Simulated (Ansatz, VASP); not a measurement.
## TePt in VASP and in Ansatz

INCAR

```
SYSTEM = TePt
  PREC = Accurate
  ENCUT = 600
  EDIFF = 1E-7
  ISMEAR = -1
  SIGMA = 0.15
  LREAL = .False.
  LASPH = .True.
  NELM = 100
  ALGO = Normal
  ISIF = 3
  LWAVE = .False.
  LCHARG = .False.
  GGA = PS
  IBRION = 2
  NSW = 80
  EDIFFG = -0.001
```

Contents of KPOINTS:

```
Automatic mesh
0
Gamma
  12 12 12
  0 0 0
```

File POSCAR:

```
TePt
1.0
    1.9819553970      1.1442824820      6.6108690335
   -1.9819553970      1.1442824820      6.6108690335
    0.0000000000     -2.2885649640      6.6108690335
Te Pt
2 2
Direct
    0.5984788824      0.5984788824      0.5984788824
    0.4015211176      0.4015211176      0.4015211176
    0.8698134318      0.8698134318      0.8698134318
    0.1301865682      0.1301865682      0.1301865682
```

Input for Ansatz:

```yaml
crystal:
  lattice:
    - [1.981955397, 1.144282482, 6.6108690335]
    - [-1.981955397, 1.144282482, 6.6108690335]
    - [0.0, -2.288564964, 6.6108690335]
  atoms:
    - { symbol: Te, position: [0.5984788824, 0.5984788824, 0.5984788824] }
    - { symbol: Te, position: [0.4015211176, 0.4015211176, 0.4015211176] }
    - { symbol: Pt, position: [0.8698134318, 0.8698134318, 0.8698134318] }
    - { symbol: Pt, position: [0.1301865682, 0.1301865682, 0.1301865682] }
basis:
  ecutwfc: 420
kpoints:
  mp_grid: { grid: [12, 12, 12] }
hamiltonian:
  xc: pbesol
scf:
  occupations: { method: fermi_dirac, width: 0.15 }
output:
  forces: true
  stress: true
  eigenvalues: true
relax:
  adjacent_minimum: "off"
  f_tol: 0.001
  max_steps: 60
  cell: { stress_tol: 0.01 }
```

Alike in both runs: task relaxation of cell and atoms; functional PBEsol; k mesh 12 × 12 × 12; occupations fermi-dirac, width 0.15 eV; no spin polarisation.

```csv
,VASP,Ansatz
version,VASP 6.6.1,Ansatz 0.2.0
potentials or method,"VASP PAW PBE potentials, release 64 (Te, Pt), cutoff 600 eV","scalar-relativistic, plane waves, PAW"
valence electrons in the cell,32,68
```

```tsv
	VASP	Ansatz	Ansatz less VASP
gap on the k mesh at the Fermi level, each at its own relaxed structure (eV)	none	none	-
relaxed volume (Å³/atom)	22.48	22.50	+0.023
relaxed length of the cell vector where the two differ most in proportion (Å)	7.000	7.002	+0.0021
```

VASP's potentials were made for PBE, not for PBEsol. A gap of «none» marks a metal or a gap that the smearing closes. VASP's potentials hold 32 valence electrons a cell and Ansatz's 68, so a difference there can come from the potentials and not from the codes.

Neither program's run includes spin-orbit coupling.
